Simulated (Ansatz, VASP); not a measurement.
**Nb2P3 in VASP and in Ansatz**

```
Nb P
1.0
     5.23007    0.00000    0.00000
    -2.61504    4.52938    0.00000
     0.00000    0.00000    4.08401
Nb P
2 3
Direct
  0.66667 0.33333 0.88168
  0.33333 0.66667 0.88168
  0.50000 0.00000 0.38171
  0.00000 0.50000 0.38171
  0.50000 0.50000 0.38171
```

Alike in both runs: functional PBE; k mesh 6 × 6 × 4; occupations gaussian, width 0.1 eV; no spin polarisation.

Ansatz relaxed the structure, and its values are those at the end. VASP's run is a single point on that final structure, the one shown.

|  | VASP | Ansatz |
| --- | --- | --- |
| version | VASP 6.6.1 | Ansatz 0.2.0 |
| potentials or method | VASP PAW PBE potentials, release 64 (Nb_sv, P), cutoff 520 eV | scalar-relativistic, plane waves, PAW |
| valence electrons in the cell | 41 | 41 |

```csv
,VASP,Ansatz,Ansatz less VASP
gap on the k mesh at the Fermi level (eV),none,none,-
pressure (GPa),-0.3,0.0,+0.28
```

A gap of «none» marks a metal or a gap that the smearing closes. The functional is the same, so the differences come from potentials, cutoffs and numerics.

The k mesh is coarse, so the values compare programs but aren't converged.
